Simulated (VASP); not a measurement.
# Li7CaNb8O24 (a cell with a defect) in VASP: a series of runs

Li7CaNb8O24 (a cell with a defect) is run at these levels: PBE; tasks: single point.

Program: VASP 6.6.1. These are calculated values, not measurements. Logs are shortened: lines on timing, memory, paths and dates and some standing lists are left out, and cuts for length are marked.

## (1) The cell of the first run

The cell holds a defect, 40 atoms: a = 5.550 Å, b = 11.101 Å, c = 11.101 Å, α = 55.75°, β = 55.75°, γ = 55.75°.

## (2) Single point, PBE

INCAR reads:

```
SYSTEM = Li7CaNb8O24
PREC = Accurate
ENCUT = 520
EDIFF = 1E-6
ISMEAR = -1
SIGMA = 0.01
LREAL = Auto
LASPH = .TRUE.
NELM = 60
ALGO = Normal
ISIF = 2
LWAVE = .FALSE.
LCHARG = .FALSE.
GGA = PE
NBANDS = 166
NELECT = 280.0
```

KPOINTS reads:

```
Automatic mesh
0
G
  1 1 1
  0 0 0
```

POSCAR reads:

```
Li7CaNb8O24
1.0
    2.5949501352      1.4981951591      4.6722232478
   -5.1899002704      2.9963903182      9.3444464955
    0.0000000000     -5.9927806363      9.3444464955
Li Nb O Ca
7 8 24 1
Direct
    0.7233771817      0.3568884268      0.3659734686
    0.2071487840      0.1177588390      0.1132233333
    0.7395503956      0.3579734847      0.8528630107
    0.2117367059      0.1188337271      0.6064822045
    0.7143812673      0.8569782996      0.3681235684
    0.2027423549      0.6116902208      0.1173744883
    0.7197507469      0.8485169573      0.8640003777
    1.0236489359      0.5015797503      0.4973858196
    0.5086175822      0.2451889330      0.2543718779
    0.9834362057      0.4984404341      1.0171995883
    0.5130903282      0.2383292884      0.7648066471
    0.9761665663      1.0118683149      0.5056454218
    0.5048998285      0.7594639632      0.2465239622
    0.9961917731      1.0025270187      1.0055836430
    0.4803473033      0.7479129041      0.7612463169
    0.2885003629      0.3221551053      0.4360610462
    0.6206163027      0.4495661090      0.1362061499
    0.8866419613      0.1476073034      0.3117716218
    0.3921260265      0.0686703089      0.3873436225
    0.7861434940      0.1928681874      0.0668114407
    0.1403413084      0.3811395017      0.1931999828
    0.2664631835      0.3233166728      0.9373853399
    0.6845269347      0.4284643004      0.6390189285
    0.8950576364      0.1405684987      0.8156396910
    0.4010318436      0.0596904891      0.8856806693
    0.7903032407      0.1902135325      0.5697280845
    0.1666439058      0.3883803356      0.6874346420
    0.2749119582      0.8413952560      0.4205652448
    0.6314206727      0.9508479062      0.1289205803
    0.8857173569      0.6412567224      0.3214069490
    0.4003223593      0.5710670731      0.3885036550
    0.7927349038      0.6894541389      0.0697261996
    0.1433835007      0.8791938636      0.1886630551
    0.2465700592      0.8269523601      0.9354023601
    0.6328951788      0.9458930885      0.6281012684
    0.8365915094      0.6466322085      0.8359253934
    0.3829239000      0.5648879122      0.8770269575
    0.7797681562      0.6905289647      0.5711753765
    0.1303913716      0.8741112989      0.6888242373
    0.2347425524      0.6179641219      0.6217654150
```

Potentials or basis: VASP PAW PBE potentials, release 64 (Li_sv, Nb_sv, O, Ca_sv).

Started as:

```console
$ cat potpaw_PBE.64/Li_sv/POTCAR potpaw_PBE.64/Nb_sv/POTCAR potpaw_PBE.64/O/POTCAR potpaw_PBE.64/Ca_sv/POTCAR > POTCAR
$ mpirun -np 1 vasp_gam > vasp.out
```

OUTCAR:

```text
SYSTEM = Li7CaNb8O24
   PREC = Accurate
   ENCUT = 520
   EDIFF = 1E-6
   ISMEAR = -1
   LREAL = Auto
   LASPH = .TRUE.
   NELM = 60
   ISIF = 2
   GGA = PE
   NELECT = 280.0

 ion  position               nearest neighbor table
   1  0.723  0.357  0.366-  26 2.03  21 2.06  31 2.07  18 2.27  16 2.28
   2  0.207  0.118  0.113-  18 1.97  29 2.05  22 2.06  20 2.26
   3  0.740  0.358  0.853-  37 2.06  20 2.08  27 2.10  23 2.19  24 2.26
   4  0.212  0.119  0.606-  24 2.02  16 2.06  35 2.07  26 2.21
   5  0.714  0.857  0.368-  38 2.03  19 2.04  33 2.11  28 2.25  30 2.28
   6  0.203  0.612  0.117-  30 2.01  17 2.02  34 2.13  32 2.20
   7  0.720  0.849  0.864-  25 2.04  39 2.04  32 2.05  36 2.11
   8  0.024  0.502  0.497-  23 1.90  16 1.92  30 1.93  31 2.09  38 2.10  27 2.11
   9  0.509  0.245  0.254-  19 1.88  20 1.95  21 1.96  18 2.04  16 2.07  17 2.14
  10  0.983  0.498  0.017-  17 1.88  22 1.99  36 2.01  21 2.01  32 2.03  37 2.13
  11  0.513  0.238  0.765-  25 1.89  27 1.96  26 1.99  24 2.01  22 2.02  23 2.18
  12  0.976  0.012  0.506-  35 1.88  18 1.96  28 1.98  26 1.99  39 2.05  19 2.18
  13  0.505  0.759  0.247-  33 1.92  32 1.95  31 1.95  28 2.02  29 2.06  30 2.12
  14  0.996  0.003  0.006-  29 1.90  34 1.94  24 1.96  33 2.04  20 2.06  25 2.12
  15  0.480  0.748  0.761-  37 1.89  39 1.95  38 2.00  34 2.00  36 2.04  35 2.18
  16  0.289  0.322  0.436-   8 1.92   4 2.06   9 2.07   1 2.28
  17  0.621  0.450  0.136-  10 1.88   6 2.02   9 2.14
  18  0.887  0.148  0.312-  12 1.96   2 1.97   9 2.04   1 2.27
  19  0.392  0.069  0.387-   9 1.88   5 2.04  12 2.18
  20  0.786  0.193  0.067-   9 1.95  14 2.06   3 2.08   2 2.26
  21  0.140  0.381  0.193-   9 1.96  10 2.01   1 2.06
  22  0.266  0.323  0.937-  10 1.99  11 2.02   2 2.06
  23  0.685  0.428  0.639-   8 1.90  11 2.18   3 2.19  40 2.21
  24  0.895  0.141  0.816-  14 1.96  11 2.01   4 2.02   3 2.26
  25  0.401  0.060  0.886-  11 1.89   7 2.04  14 2.12
  26  0.790  0.190  0.570-  12 1.99  11 1.99   1 2.03   4 2.21
  27  0.167  0.388  0.687-  11 1.96   3 2.10   8 2.11  40 2.42
  28  0.275  0.841  0.421-  12 1.98  13 2.02  40 2.24   5 2.25
  29  0.631  0.951  0.129-  14 1.90   2 2.05  13 2.06
  30  0.886  0.641  0.321-   8 1.93   6 2.01  13 2.12   5 2.28
  31  0.400  0.571  0.389-  13 1.95   1 2.07   8 2.09  40 2.47
  32  0.793  0.689  0.070-  13 1.95  10 2.03   7 2.05   6 2.20
  33  0.143  0.879  0.189-  13 1.92  14 2.04   5 2.11
  34  0.247  0.827  0.935-  14 1.94  15 2.00   6 2.13
  35  0.633  0.946  0.628-  12 1.88   4 2.07  15 2.18
  36  0.837  0.647  0.836-  10 2.01  15 2.04   7 2.11  40 2.19
  37  0.383  0.565  0.877-  15 1.89   3 2.06  10 2.13
  38  0.780  0.691  0.571-  15 2.00   5 2.03   8 2.10  40 2.48
  39  0.130  0.874  0.689-  15 1.95   7 2.04  12 2.05
  40  0.235  0.618  0.622-  36 2.19  23 2.21  28 2.24  27 2.42  31 2.47  38 2.48

  LATTYP: Found a base centered monoclinic cell.
 ALAT       =    15.1977748150
 B/A-ratio  =     0.6829815988
 C/A-ratio  =     0.3652177897
 COS(beta)  =    -0.0918250334

  Lattice vectors:

 A1 = (   7.7848504056,  -1.4981951591,  -4.6722232477)
 A2 = (   2.5949501352,   7.4909757954,  -4.6722232477)
 A3 = (   2.5949501352,   1.4981951591,   4.6722232478)

Analysis of symmetry for initial positions (statically):
=====================================================================
 Subroutine PRICEL returns:
 Original cell was already a primitive cell.

 Routine SETGRP: Setting up the symmetry group for a
 base centered monoclinic supercell.

 Subroutine GETGRP returns: Found  1 space group operations
 (whereof  1 operations were pure point group operations)
 out of a pool of  4 trial point group operations.

The static configuration has the point symmetry C_1 .

Analysis of symmetry for dynamics (positions and initial velocities):
=====================================================================
 Subroutine PRICEL returns:
 Original cell was already a primitive cell.

 Routine SETGRP: Setting up the symmetry group for a
 base centered monoclinic supercell.

 Subroutine GETGRP returns: Found  1 space group operations
 (whereof  1 operations were pure point group operations)
 out of a pool of  4 trial point group operations.

The dynamic configuration has the point symmetry C_1 .

 Subroutine INISYM returns: Found  1 space group operations
 (whereof  1 operations are pure point group operations),
 and found     1 'primitive' translations

----------------------------------------------------------------------------------------

                                     Primitive cell

  volume of cell :     435.9455

  direct lattice vectors                    reciprocal lattice vectors
     2.594950135  1.498195159  4.672223248     0.192681930  0.111244964  0.071343623
    -5.189900270  2.996390318  9.344446495    -0.096340965  0.055622482  0.035671811
     0.000000000 -5.992780636  9.344446495    -0.000000000 -0.111244964  0.035671811

  length of vectors
     5.550497727 11.100995454 11.100995454     0.233648626  0.116824313  0.116824313

  position of ions in fractional coordinates (direct lattice)
     0.723377182  0.356888427  0.365973469
     0.207148784  0.117758839  0.113223333
     0.739550396  0.357973485  0.852863011
     0.211736706  0.118833727  0.606482204
     0.714381267  0.856978300  0.368123568
     0.202742355  0.611690221  0.117374488
[... 32 lines left out ...]
     0.130391372  0.874111299  0.688824237
     0.234742552  0.617964122  0.621765415

  ion indices of the primitive-cell ions
   primitive index   ion index
                 1           1
                 2           2
                 3           3
                 4           4
                 5           5
                 6           6
[... 32 lines left out ...]
                39          39
                40          40

----------------------------------------------------------------------------------------

 KPOINTS: Automatic mesh

Automatic generation of k-mesh.
 Grid dimensions read from file:
 generate k-points for:    1    1    1

 Generating k-lattice:

  Cartesian coordinates                     Fractional coordinates (reciprocal lattice)
     0.192681930  0.111244964  0.071343623     1.000000000  0.000000000  0.000000000
    -0.096340965  0.055622482  0.035671811     0.000000000  1.000000000  0.000000000
    -0.000000000 -0.111244964  0.035671811     0.000000000  0.000000000  1.000000000

  Length of vectors
     0.233648626  0.116824313  0.116824313

  Shift w.r.t. Gamma in fractional coordinates (k-lattice)
     0.000000000  0.000000000  0.000000000

 Subroutine IBZKPT returns following result:
 ===========================================

 Found      1 irreducible k-points:

 Following reciprocal coordinates:
            Coordinates               Weight
  0.000000  0.000000  0.000000      1.000000
   k-points           NKPTS =      1   k-points in BZ     NKDIM =      1   number of bands    NBANDS=    166
   number of dos      NEDOS =    301   number of ions     NIONS =     40
   total plane-waves  NPLWV = 296352
   dimension x,y,z NGX =    42 NGY =   84 NGZ =   84
   dimension x,y,z NGXF=    84 NGYF=  168 NGZF=  168
   ions per type =               7   8  24   1
   NGX,Y,Z   is equivalent  to a cutoff of  12.58, 12.58, 12.58 a.u.
   NGXF,Y,Z  is equivalent  to a cutoff of  25.16, 25.16, 25.16 a.u.
 SYSTEM =  Li7CaNb8O24
   PREC   = accura    normal or accurate (medium, high low for compatibility)
   ISTART =      0    job   : 0-new  1-cont  2-samecut
   ICHARG =      2    charge: 1-file 2-atom 10-const
   ISPIN  =      1    spin polarized calculation?
   LNONCOLLINEAR =      F non collinear calculations
   LSORBIT =      F    spin-orbit coupling
   LASPH  =      T    aspherical Exc in radial PAW
   ENCUT  =  520.0 eV  38.22 Ry    6.18 a.u.  10.32 20.64 20.64*2*pi/ulx,y,z
   NELM   =     60;   NELMIN=  2; NELMDL= -5     # of ELM steps
   EDIFF  = 0.1E-05   stopping-criterion for ELM
   LREAL  =      T    real-space projection
   EDIFFG = 0.1E-04   stopping-criterion for IOM
   NSW    =      0    number of steps for IOM
   IBRION =     -1    ionic relax: 0-MD 1-quasi-New 2-CG
   NFREE  =      0    steps in history (QN), initial steepest desc. (CG)
   ISIF   =      2    stress and relaxation
   ISYM   =      2    0-nonsym 1-usesym 2-fastsym
   POTIM  = 0.5000    time-step for ionic-motion
   TEBEG  =    0.0;   TEEND  =   0.0 temperature during run
   PSTRESS=    0.0 pullay stress
   NELECT =     280.0000    total number of electrons
   NUPDOWN=      -1.0000    fix difference up-down
   EMIN   =  10.00;   EMAX   =-10.00  energy-range for DOS
   EFERMI =   0.00;   METHOD = LEGACY
   ISMEAR =    -1;   SIGMA  =   0.01  broadening in eV -4-tet -1-fermi 0-gaus
   EFERMI_NEDOS =   21; number of points for ismear=-14 and -15
   IALGO  =     38    algorithm
   IMIX   =      4    mixing-type and parameters
     AMIX     =   0.40;   BMIX     =  1.00
     AMIX_MAG =   1.60;   BMIX_MAG =  1.00
  volume/ion in A,a.u.               =      10.90        73.55
  Fermi-wavevector in a.u.,A,eV,Ry     =   1.412484  2.669207 27.145120  1.995110
  Thomas-Fermi vector in A             =   2.534228
   LORBIT       =      0    0 simple, 1 ext, 2 COOP (PROOUT), +10 PAW based schemes
   GGA     = PE    functional components
   LHFCALC =     F    Hartree Fock is set to
   AEXX    =    0.0000 exact exchange contribution
   IVDW    =     0    specifies the selected vdW correction
   LEPSILON=     F    determine dielectric tensor
   LRPA    =     F    only Hartree local field effects (RPA)
 non-spin polarized calculation
  energy-cutoff  :      520.00
  volume of cell :      435.95
 maximum number of plane-waves:      5873
 NGX is ok and might be reduce to    42
   NGX = 21   NGY = 41   NGZ = 41

 number of electron     280.0000003 magnetization

 Free energy of the ion-electron system (eV)
  ---------------------------------------------------
  ext. energy  EPLUGINS =         0.00000000
  ---------------------------------------------------
  free energy    TOTEN  =      -311.64109183 eV

  energy without entropy =     -311.64109072  energy(sigma->0) =     -311.64109127

 E-fermi :   6.7574     XC(G=0): -10.8295

 val. band max:        6.6259211444   @ k =   0.0000   0.0000   0.0000
 cond. band min:       6.8899222015   @ k =   0.0000   0.0000   0.0000
 fundamental gap:      0.2640010572
 Fermi energy:         6.7574214991

 k-point     1 :       0.0000    0.0000    0.0000
  band No.  band energies     occupation
      1     -50.4867      2.00000
      2     -50.4241      2.00000
      3     -50.4051      2.00000
      4     -50.4016      2.00000
      5     -50.3836      2.00000
      6     -50.3642      2.00000
[... 144 lines left out ...]
    151       8.0949      0.00000
    152       8.1999      0.00000
 [bands above 152 left out]

------------------------ aborting loop because EDIFF is reached ----------------------------------------

  FORCE on cell =-STRESS in cart. coord.  units (eV):
  Direction    XX          YY          ZZ          XY          YZ          ZX
  --------------------------------------------------------------------------------------
  -------------------------------------------------------------------------------------
  Total       19.8773130     22.6750820     22.0833415      1.6036026      3.1736264      3.3715018
  in kB       73.0526583     83.3349568     81.1602053      5.8935246     11.6636412     12.3908683
  external PRESSURE =      79.1826068 kB  Pullay stress =       0.0000000 kB

 VOLUME and BASIS-vectors are now :
 -----------------------------------------------------------------------------
  energy-cutoff  :      520.00
  volume of cell :      435.95
      direct lattice vectors                 reciprocal lattice vectors
     2.594950135  1.498195159  4.672223248     0.192681930  0.111244964  0.071343623
    -5.189900270  2.996390318  9.344446495    -0.096340965  0.055622482  0.035671811
     0.000000000 -5.992780636  9.344446495    -0.000000000 -0.111244964  0.035671811

 POSITION                                       TOTAL-FORCE (eV/Angst)
 -----------------------------------------------------------------------------------
      0.02491     -0.04006     10.13452        -0.020695     -0.005198      0.001167
     -0.07362     -0.01532      3.12625        -0.004709     -0.016455      0.033745
      0.06125     -2.93040     14.76994        -0.000004      0.013126      0.000941
     -0.06729     -2.96122      7.76696         0.012050      0.030453      0.030418
     -2.59385      1.43204     14.78565        -0.012580     -0.024261      0.022658
     -2.64850      1.43321      7.75996         0.020066     -0.017720      0.015190
[... 32 lines left out ...]
     -4.19819     -1.31344     15.21399         0.126115      0.183271      0.213688
     -2.59803     -1.52275     12.68136         0.305689     -0.176195     -0.137261
 -----------------------------------------------------------------------------------
    total drift:                                0.004272      0.012851     -0.000985

  FREE ENERGIE OF THE ION-ELECTRON SYSTEM (eV)
  ---------------------------------------------------
  free  energy   TOTEN  =      -311.6410918296 eV

  energy  without entropy=     -311.6410907163  energy(sigma->0) =     -311.64109127
```

It took 6.7 min on 1 thread of Intel Xeon 8259CL, shared host; peak memory 0.6 GiB.

What came out:

```yaml
Free_energy: -311.6411 eV
Largest_force: 1.183 eV/Å
```

Forces on the atoms (eV/Å):
```
Li  -0.021 -0.005  0.001
Li  -0.005 -0.016  0.034
Li   0.000  0.013  0.001
Li   0.012  0.030  0.030
Li  -0.013 -0.024  0.023
Li   0.020 -0.018  0.015
Li   0.015  0.025 -0.005
Nb  -0.645 -0.241 -0.447
Nb   0.322 -1.001 -0.402
Nb  -0.157 -1.064 -0.493
Nb  -0.020 -0.878 -0.670
Nb  -0.291 -0.547 -0.650
Nb  -0.149 -0.458 -0.424
Nb  -0.250 -0.541 -0.403
Nb   0.407 -0.823 -0.700
O   -0.028  0.103  0.012
O   -0.227  0.535  0.143
O    0.025  0.311  0.353
O    0.025  0.345  0.249
O    0.080  0.124 -0.077
O    0.070  0.438  0.169
O    0.006  0.082  0.045
O   -0.051  0.405  0.376
O   -0.099  0.399  0.346
O    0.043  0.343  0.143
O   -0.016  0.072  0.081
O    0.309  0.182  0.264
O   -0.039  0.105  0.084
O   -0.118  0.305  0.109
O    0.172  0.122  0.095
O    0.320 -0.007  0.411
O   -0.018  0.060  0.031
O    0.217  0.118  0.141
O   -0.095 -0.003  0.165
O   -0.119  0.446  0.270
O   -0.154  0.431  0.440
O    0.070  0.522  0.135
O   -0.029  0.103  0.028
O    0.126  0.183  0.214
Ca   0.306 -0.176 -0.137
```

Levels at points of the mesh, in eV from the Fermi level:
```tsv
k point	band 137	band 138	band 139	band 140	band 141	band 142	band 143	band 144
(0.00, 0.00, 0.00)	-3.19	-3.17	-3.08	-0.13	0.13	0.15	0.40	0.81
```

Caveat: the k points lie up to 1.14 Å⁻¹ apart, too coarse for converged energies, forces and pressures; the cell carries a net charge on a neutralising background, which shifts energy and pressure; the cell is charged against a uniform background, so pressure and absolute levels hang on convention; the cutoff is under 1.25 times the usual one of these potentials, so pressure, stress and relaxed cells hold a basis-set (Pulay) error.

(Continued in part 2 of 2.)
